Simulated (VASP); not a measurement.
# MnO (Fm-3m) in VASP: further runs

The runs below take MnO through single point, with PBE.

Everything below comes from runs of VASP 6.6.1. Logs are shortened: lines on timing, memory, paths and dates and some standing lists are left out, and cuts for length are marked.

## Step 1: The cell of the first run

Symmetry: Fm-3m, No. 225, cubic system. The conventional cell has a = 4.444 Å, b = 4.444 Å, c = 4.444 Å, α = 90.00°, β = 90.00°, γ = 90.00°. Within 2.9 Å of Mn (site symmetry m-3m) lie 6 O at 2.22 Å. Within 2.9 Å of O (site symmetry m-3m) lie 6 Mn at 2.22 Å.

## Step 2: Single point, PBE, collinear spin, ferromagnetic start

INCAR

```
SYSTEM = MnO
ALGO     = Normal         ! electronic algorithm
EDIFF    = 1E-6           ! SCF threshold, eV
ENCUT    = 700            ! plane-wave cutoff, eV
GGA      = PE             ! functional
GGA_COMPAT= .False.      
ISIF     = 2              ! what is computed and relaxed
ISMEAR   = -1             ! smearing method
ISPIN    = 2              ! spin polarisation
LASPH    = .True.         ! aspherical terms in the spheres
LCHARG   = .False.        ! write CHGCAR
LMAXMIX  = 4              ! l up to which the mixer works
LORBIT   = 11             ! projections on sites
LREAL    = .False.        ! projectors in reciprocal space
LWAVE    = .False.        ! write WAVECAR
MAGMOM   = 3 0            ! initial moments
NBANDS   = 22             ! bands
NELM     = 200            ! most SCF steps
NUPDOWN  = 3.0            ! fixed moment
PREC     = Accurate       ! precision mode
SIGMA    = 0.05           ! smearing width, eV
```

KPOINTS

```
k-points
0
Gamma
  9 9 9
  0 0 0
```

POSCAR

```
MnO
1.0
    0.0000000000      2.2220003300      2.2220003300
    2.2220003300      0.0000000000      2.2220003300
    2.2220003300      2.2220003300      0.0000000000
Mn O
1 1
Direct
    0.0000000000      0.0000000000      0.0000000000
    0.5000000000      0.5000000000      0.5000000000
```

Potentials or basis: VASP PAW PBE potentials, release 64 (Mn_sv, O).

On the command line:

```
$ cat potpaw_PBE.64/Mn_sv/POTCAR potpaw_PBE.64/O/POTCAR > POTCAR
$ mpirun -np 1 vasp_std > vasp.out
```

OUTCAR:

```text
SYSTEM = MnO
   EDIFF = 1E-6
   ENCUT = 700
   GGA = PE
   ISIF = 2
   ISMEAR = -1
   ISPIN = 2
   LASPH = .True.
   LORBIT = 11
   LREAL = .False.
   NELM = 200
   NUPDOWN = 3.0
   PREC = Accurate

 ion  position               nearest neighbor table
   1  0.000  0.000  0.000-   2 2.22   2 2.22   2 2.22   2 2.22   2 2.22   2 2.22
   2  0.500  0.500  0.500-   1 2.22   1 2.22   1 2.22   1 2.22   1 2.22   1 2.22

  LATTYP: Found a face centered cubic cell.
 ALAT       =     4.4440006600

  Lattice vectors:

 A1 = (   0.0000000000,   2.2220003300,   2.2220003300)
 A2 = (   2.2220003300,   0.0000000000,   2.2220003300)
 A3 = (   2.2220003300,   2.2220003300,   0.0000000000)

Analysis of symmetry for initial positions (statically):
=====================================================================
 Subroutine PRICEL returns:
 Original cell was already a primitive cell.

 Routine SETGRP: Setting up the symmetry group for a
 face centered cubic supercell.

 Subroutine GETGRP returns: Found 48 space group operations
 (whereof 48 operations were pure point group operations)
 out of a pool of 48 trial point group operations.

The static configuration has the point symmetry O_h .

Analysis of symmetry for dynamics (positions and initial velocities):
=====================================================================
 Subroutine PRICEL returns:
 Original cell was already a primitive cell.

 Routine SETGRP: Setting up the symmetry group for a
 face centered cubic supercell.

 Subroutine GETGRP returns: Found 48 space group operations
 (whereof 48 operations were pure point group operations)
 out of a pool of 48 trial point group operations.

The dynamic configuration has the point symmetry O_h .

Analysis of structural, dynamic, and magnetic symmetry:
=====================================================================
 Subroutine PRICEL returns:
 Original cell was already a primitive cell.

 Routine SETGRP: Setting up the symmetry group for a
 face centered cubic supercell.

 Subroutine GETGRP returns: Found 48 space group operations
 (whereof 48 operations were pure point group operations)
 out of a pool of 48 trial point group operations.

The overall configuration has the point symmetry O_h .

 Subroutine INISYM returns: Found 48 space group operations
 (whereof 48 operations are pure point group operations),
 and found     1 'primitive' translations

----------------------------------------------------------------------------------------

[... 113 lines left out ...]
  volume/ion in A,a.u.               =      10.97        74.03
  Fermi-wavevector in a.u.,A,eV,Ry     =   1.613345  3.048779 35.414344  2.602881
  Thomas-Fermi vector in A             =   2.708429
   LORBIT       =     11    0 simple, 1 ext, 2 COOP (PROOUT), +10 PAW based schemes
   GGA     = PE    functional components
   LHFCALC =     F    Hartree Fock is set to
   AEXX    =    0.0000 exact exchange contribution
   IVDW    =     0    specifies the selected vdW correction
   LEPSILON=     F    determine dielectric tensor
   LRPA    =     F    only Hartree local field effects (RPA)
 spin polarized calculation
  energy-cutoff  :      700.00
  volume of cell :       21.94
 maximum number of plane-waves:       944
   NGX = 13   NGY = 13   NGZ = 13

 number of electron      21.0000009 magnetization       3.0000003

 Free energy of the ion-electron system (eV)
  ---------------------------------------------------
  ext. energy  EPLUGINS =         0.00000000
  ---------------------------------------------------
  free energy    TOTEN  =       -15.70014742 eV

  energy without entropy =      -15.68187755  energy(sigma->0) =      -15.69101249

 E-fermi :   9.7456     XC(G=0): -12.0353

 val. band max:        9.7127343237   @ k =  -0.4444   0.2222   0.1111
 cond. band min:       8.5272489717   @ k =  -0.3333   0.4444   0.1111
 fundamental gap:     -1.1854853520
 Fermi energy:         8.4605140307

 spin component 1

 k-point     1 :       0.0000    0.0000    0.0000
  band No.  band energies     occupation
      1     -71.9013      1.00000
      2     -40.6276      1.00000
      3     -40.6276      1.00000
      4     -40.6276      1.00000
      5     -11.2640      1.00000
      6       5.2034      1.00000
[... 589 lines left out ...]
     21      37.3797      0.00000
     22      37.3797      0.00000

 [... further k-points ...]

 spin component 2

 k-point     1 :       0.0000    0.0000    0.0000
  band No.  band energies     occupation
      1     -68.6718      1.00000
      2     -37.4617      1.00000
      3     -37.4617      1.00000
      4     -37.4617      1.00000
      5     -11.2408      1.00000
      6       5.1851      1.00000
[... 589 lines left out ...]
     21      37.4325      0.00000
     22      37.4325      0.00000

 [... further k-points ...]

------------------------ aborting loop because EDIFF is reached ----------------------------------------

  FORCE on cell =-STRESS in cart. coord.  units (eV):
  Direction    XX          YY          ZZ          XY          YZ          ZX
  --------------------------------------------------------------------------------------
  -------------------------------------------------------------------------------------
  Total       -3.2769837     -3.2769837     -3.2769837      0.0000000     -0.0000000      0.0000000
  in kB     -239.2888746   -239.2888746   -239.2888746      0.0000000     -0.0000000      0.0000000
  external PRESSURE =    -239.2888746 kB  Pullay stress =       0.0000000 kB

 VOLUME and BASIS-vectors are now :
 -----------------------------------------------------------------------------
  energy-cutoff  :      700.00
  volume of cell :       21.94
      direct lattice vectors                 reciprocal lattice vectors
     0.000000000  2.222000330  2.222000330    -0.225022469  0.225022469  0.225022469
     2.222000330  0.000000000  2.222000330     0.225022469 -0.225022469  0.225022469
     2.222000330  2.222000330  0.000000000     0.225022469  0.225022469 -0.225022469

 POSITION                                       TOTAL-FORCE (eV/Angst)
 -----------------------------------------------------------------------------------
      0.00000      0.00000      0.00000        -0.000000     -0.000000      0.000000
      2.22200      2.22200      2.22200         0.000000      0.000000     -0.000000
 -----------------------------------------------------------------------------------
    total drift:                                0.000000      0.000000      0.000000

  FREE ENERGIE OF THE ION-ELECTRON SYSTEM (eV)
  ---------------------------------------------------
  free  energy   TOTEN  =       -15.7001474199 eV

  energy  without entropy=      -15.6818775533  energy(sigma->0) =      -15.69101249

 total charge

# of ion       s       p       d       tot
------------------------------------------
    1        2.106   6.005   4.716  12.827
    2        1.558   3.362   0.000   4.919
--------------------------------------------------
tot          3.664   9.366   4.716  17.747

 magnetization (x)

# of ion       s       p       d       tot
------------------------------------------
    1        0.015   0.007   2.807   2.829
    2        0.017  -0.037   0.000  -0.021
--------------------------------------------------
tot          0.032  -0.030   2.807   2.809
```

stdout:

```text
POSCAR found type information on POSCAR MnO
 POSCAR found :  2 types and       2 ions
 scaLAPACK will be used
 LDA part: xc-table for (Slater+PW92), standard interpolation
 POSCAR, INCAR and KPOINTS ok, starting setup
 FFT: planning ... GRIDC
 FFT: planning ... GRID_SOFT
 FFT: planning ... GRID
 WAVECAR not read
 entering main loop
```

It took 27 s on 1 thread of Intel Xeon 6975P-C (Granite Rapids), shared host; peak memory 0.19 GiB.

What came out:

```yaml
Free_energy: -15.7001 eV
Pressure: -23.9 GPa
Net_moment: 3.00 μB per cell
Site_moments: Mn +2.83; O -0.02 μB
Valence_electrons_inside_the_program's_atomic_spheres: Mn 12.83; O 4.92
```

Caveat: the cell stands under tension; the total moment is fixed, so each spin has its own Fermi level and the state may be an excited one; a cell with one magnetic atom can't hold antiferromagnetic order, which such compounds often take.

## Step 3: Single point, PBE, collinear spin, ferromagnetic start

INCAR

```
SYSTEM = MnO
PREC     = Accurate       ! precision mode
ENCUT    = 700            ! plane-wave cutoff, eV
EDIFF    = 1E-6           ! SCF threshold, eV
ISMEAR   = -1             ! smearing method
SIGMA    = 0.05           ! smearing width, eV
LREAL    = .FALSE.        ! projectors in reciprocal space
LASPH    = .TRUE.         ! aspherical terms in the spheres
NELM     = 200            ! most SCF steps
ALGO     = Normal         ! electronic algorithm
ISIF     = 2              ! what is computed and relaxed
LWAVE    = .FALSE.        ! write WAVECAR
LCHARG   = .FALSE.        ! write CHGCAR
ISPIN    = 2              ! spin polarisation
MAGMOM   = 2 0            ! initial moments
LORBIT   = 11             ! projections on sites
NUPDOWN  = 2.0            ! fixed moment
LMAXMIX  = 4              ! l up to which the mixer works
GGA      = PE             ! functional
NBANDS   = 22             ! bands
GGA_COMPAT= .FALSE.
```

KPOINTS

```
regular mesh
0
G
  9 9 9
  0 0 0
```

POSCAR is that of step 2.

Potentials or basis: VASP PAW PBE potentials, release 64 (Mn_sv, O).

On the command line:

```
$ cat potpaw_PBE.64/Mn_sv/POTCAR potpaw_PBE.64/O/POTCAR > POTCAR
$ mpirun -np 1 vasp_std > vasp.out
```

Run time: 46 s. Hardware: 1 thread of AMD EPYC 9R45 (Zen 5), shared host; peak memory 0.16 GiB.

It converged, with:

| Quantity | Value |
| --- | --- |
| Free energy | -15.0557 eV |
| Pressure | -30.1 GPa |
| Net moment | 2.00 μB per cell |
| Site moments | Mn +1.92; O -0.02 μB |
| Valence electrons inside the program's atomic spheres | Mn 12.83; O 4.91 |

Caveat: the cell stands under tension; the total moment is fixed, so each spin has its own Fermi level and the state may be an excited one; a cell with one magnetic atom can't hold antiferromagnetic order, which such compounds often take.

## Step 4: Single point, PBE, collinear spin, ferromagnetic start

INCAR

```
SYSTEM = MnO
  PREC = Accurate
  ENCUT = 700
  EDIFF = 1E-6
  ISMEAR = -1
  SIGMA = 0.05
  LREAL = .FALSE.
  LASPH = .TRUE.
  NELM = 200
  ALGO = Normal
  ISIF = 2
  LWAVE = .FALSE.
  LCHARG = .FALSE.
  ISPIN = 2
  MAGMOM = 1 0
  LORBIT = 11
  NUPDOWN = 1.0
  LMAXMIX = 4
  GGA = PE
  NBANDS = 22
  GGA_COMPAT = .FALSE.
```

KPOINTS

```
Automatic mesh
0
G
  9 9 9
  0 0 0
```

POSCAR is that of step 3.

Potentials or basis: VASP PAW PBE potentials, release 64 (Mn_sv, O).

On the command line:

```
$ cat potpaw_PBE.64/Mn_sv/POTCAR potpaw_PBE.64/O/POTCAR > POTCAR
$ mpirun -np 1 vasp_std > vasp.out
```

OUTCAR:

```text
SYSTEM = MnO
   PREC = Accurate
   ENCUT = 700
   EDIFF = 1E-6
   ISMEAR = -1
   LREAL = .FALSE.
   LASPH = .TRUE.
   NELM = 200
   ISIF = 2
   ISPIN = 2
   LORBIT = 11
   NUPDOWN = 1.0
   GGA = PE

 ion  position               nearest neighbor table
   1  0.000  0.000  0.000-   2 2.22   2 2.22   2 2.22   2 2.22   2 2.22   2 2.22
   2  0.500  0.500  0.500-   1 2.22   1 2.22   1 2.22   1 2.22   1 2.22   1 2.22

  LATTYP: Found a face centered cubic cell.
 ALAT       =     4.4440006600

  Lattice vectors:

 A1 = (   0.0000000000,   2.2220003300,   2.2220003300)
 A2 = (   2.2220003300,   0.0000000000,   2.2220003300)
 A3 = (   2.2220003300,   2.2220003300,   0.0000000000)

Analysis of symmetry for initial positions (statically):
=====================================================================
 Subroutine PRICEL returns:
 Original cell was already a primitive cell.

 Routine SETGRP: Setting up the symmetry group for a
 face centered cubic supercell.

 Subroutine GETGRP returns: Found 48 space group operations
 (whereof 48 operations were pure point group operations)
 out of a pool of 48 trial point group operations.

The static configuration has the point symmetry O_h .

Analysis of symmetry for dynamics (positions and initial velocities):
=====================================================================
 Subroutine PRICEL returns:
 Original cell was already a primitive cell.

 Routine SETGRP: Setting up the symmetry group for a
 face centered cubic supercell.

 Subroutine GETGRP returns: Found 48 space group operations
 (whereof 48 operations were pure point group operations)
 out of a pool of 48 trial point group operations.

The dynamic configuration has the point symmetry O_h .

Analysis of structural, dynamic, and magnetic symmetry:
=====================================================================
 Subroutine PRICEL returns:
 Original cell was already a primitive cell.

 Routine SETGRP: Setting up the symmetry group for a
 face centered cubic supercell.
[... 146 lines left out ...]
  ext. energy  EPLUGINS =         0.00000000
  ---------------------------------------------------
  free energy    TOTEN  =       -14.73040564 eV

  energy without entropy =      -14.71433105  energy(sigma->0) =      -14.72236835

 E-fermi :   9.2368     XC(G=0): -12.0548

 val. band max:        9.2267909543   @ k =   0.2222   0.1111   0.0000
 cond. band min:       8.6093252000   @ k =   0.0000   0.0000   0.0000
 fundamental gap:     -0.6174657543
 Fermi energy:         8.4962959746

 spin component 1

 k-point     1 :       0.0000    0.0000    0.0000
  band No.  band energies     occupation
      1     -70.8670      1.00000
      2     -39.6115      1.00000
      3     -39.6111      1.00000
      4     -39.6111      1.00000
      5     -11.3323      1.00000
      6       5.1145      1.00000
[... 589 lines left out ...]
     21      37.3946      0.00000
     22      37.3946      0.00000

 [... further k-points ...]

 spin component 2

 k-point     1 :       0.0000    0.0000    0.0000
  band No.  band energies     occupation
      1     -69.9127      1.00000
      2     -38.6773      1.00000
      3     -38.6773      1.00000
      4     -38.6773      1.00000
      5     -11.2592      1.00000
      6       5.1774      1.00000
[... 589 lines left out ...]
     21      37.4088      0.00000
     22      37.4088      0.00000

 [... further k-points ...]

------------------------ aborting loop because EDIFF is reached ----------------------------------------

  FORCE on cell =-STRESS in cart. coord.  units (eV):
  Direction    XX          YY          ZZ          XY          YZ          ZX
  --------------------------------------------------------------------------------------
  -------------------------------------------------------------------------------------
  Total       -3.4884051     -3.4884051     -3.4884051     -0.0000000     -0.0000000     -0.0000000
  in kB     -254.7270980   -254.7270980   -254.7270980     -0.0000000     -0.0000000     -0.0000000
  external PRESSURE =    -254.7270980 kB  Pullay stress =       0.0000000 kB

 VOLUME and BASIS-vectors are now :
 -----------------------------------------------------------------------------
  energy-cutoff  :      700.00
  volume of cell :       21.94
      direct lattice vectors                 reciprocal lattice vectors
     0.000000000  2.222000330  2.222000330    -0.225022469  0.225022469  0.225022469
     2.222000330  0.000000000  2.222000330     0.225022469 -0.225022469  0.225022469
     2.222000330  2.222000330  0.000000000     0.225022469  0.225022469 -0.225022469

 POSITION                                       TOTAL-FORCE (eV/Angst)
 -----------------------------------------------------------------------------------
      0.00000      0.00000      0.00000         0.000000     -0.000000      0.000000
      2.22200      2.22200      2.22200        -0.000000      0.000000     -0.000000
 -----------------------------------------------------------------------------------
    total drift:                                0.000000      0.000000      0.000000

  FREE ENERGIE OF THE ION-ELECTRON SYSTEM (eV)
  ---------------------------------------------------
  free  energy   TOTEN  =       -14.7304056437 eV

  energy  without entropy=      -14.7143310463  energy(sigma->0) =      -14.72236835

 total charge

# of ion       s       p       d       tot
------------------------------------------
    1        2.104   6.004   4.723  12.832
    2        1.558   3.355   0.000   4.914
--------------------------------------------------
tot          3.662   9.360   4.723  17.745

 magnetization (x)

# of ion       s       p       d       tot
------------------------------------------
    1       -0.002  -0.001   0.920   0.917
    2       -0.020   0.074   0.000   0.054
--------------------------------------------------
tot         -0.022   0.073   0.920   0.971
```

OSZICAR:

```text
N       E                     dE             d eps       ncg     rms          rms(c)
DAV:   1     0.300467120041E+03    0.30047E+03   -0.13412E+04  3344   0.150E+03
DAV:   2    -0.526675548203E-01   -0.30052E+03   -0.28413E+03  3164   0.450E+02
DAV:   3    -0.163387890813E+02   -0.16286E+02   -0.15998E+02  4308   0.123E+02
DAV:   4    -0.173857956062E+02   -0.10470E+01   -0.10350E+01  4822   0.253E+01
DAV:   5    -0.173942429751E+02   -0.84474E-02   -0.84459E-02  3958   0.231E+00    0.143E+01
DAV:   6    -0.177159954275E+02   -0.32175E+00   -0.31091E+01  4760   0.659E+01    0.263E+01
DAV:   7    -0.146623694350E+02    0.30536E+01   -0.24086E+01  4362   0.533E+01    0.526E+00
DAV:   8    -0.145994182268E+02    0.62951E-01   -0.62684E-01  4272   0.561E+00    0.261E+00
DAV:   9    -0.146991293634E+02   -0.99711E-01   -0.61298E-01  4956   0.404E+00    0.179E+00
DAV:  10    -0.147245687549E+02   -0.25439E-01   -0.57738E-02  4772   0.163E+00    0.144E+00
DAV:  11    -0.147269255398E+02   -0.23568E-02   -0.14129E-03  3786   0.365E-01    0.123E+00
DAV:  12    -0.147300364887E+02   -0.31109E-02   -0.12233E-02  4760   0.102E+00    0.191E-01
DAV:  13    -0.147303668745E+02   -0.33039E-03   -0.10977E-03  4558   0.197E-01    0.615E-02
DAV:  14    -0.147303975952E+02   -0.30721E-04   -0.53793E-05  4854   0.715E-02    0.221E-02
DAV:  15    -0.147303999914E+02   -0.23962E-05   -0.61087E-05  4152   0.511E-02    0.128E-02
DAV:  16    -0.147304054283E+02   -0.54369E-05   -0.31422E-05  4270   0.328E-02    0.727E-03
DAV:  17    -0.147304056437E+02   -0.21545E-06   -0.76218E-07  2260   0.113E-02
   1 F= -.14730406E+02 E0= -.14722368E+02  d E =-.160746E-01  mag=     1.0000
```

stdout:

```text
POSCAR found type information on POSCAR MnO
 POSCAR found :  2 types and       2 ions
 scaLAPACK will be used
 LDA part: xc-table for (Slater+PW92), standard interpolation
 POSCAR, INCAR and KPOINTS ok, starting setup
 FFT: planning ... GRIDC
 FFT: planning ... GRID_SOFT
 FFT: planning ... GRID
 WAVECAR not read
 entering main loop
```

Wall time 1.8 min (1 thread of AMD EPYC 7R43 (Zen 3), shared host); peak memory 0.15 GiB.

What came out:

- Free energy: -14.7304 eV
- Pressure: -25.5 GPa
- Net moment: 1.00 μB per cell
- Site moments: Mn +0.92; O +0.05 μB
- Valence electrons inside the program's atomic spheres: Mn 12.83; O 4.91

Caveat: the cell stands under tension; the total moment is fixed, so each spin has its own Fermi level and the state may be an excited one; a cell with one magnetic atom can't hold antiferromagnetic order, which such compounds often take.

## Step 5: Summary

```csv
fixed moment (μB),pressure (GPa),moment (μB)
3.0,-23.9,3.00
2.0,-30.1,2.00
1.0,-25.5,1.00
```

Alike in all rows: task single point; level PBE; potentials or basis VASP PAW PBE potentials, release 64 (Mn_sv, O); spin collinear, ferromagnetic start; cell as given; k mesh 9 × 9 × 9; cutoff (eV) 700; smearing fermi-dirac 0.05 eV.

Caveats: the cell stands under tension; the total moment is fixed, so each spin has its own Fermi level and the state may be an excited one; a cell with one magnetic atom can't hold antiferromagnetic order, which such compounds often take.

Absolute energies hang on the potentials; compare differences alone.
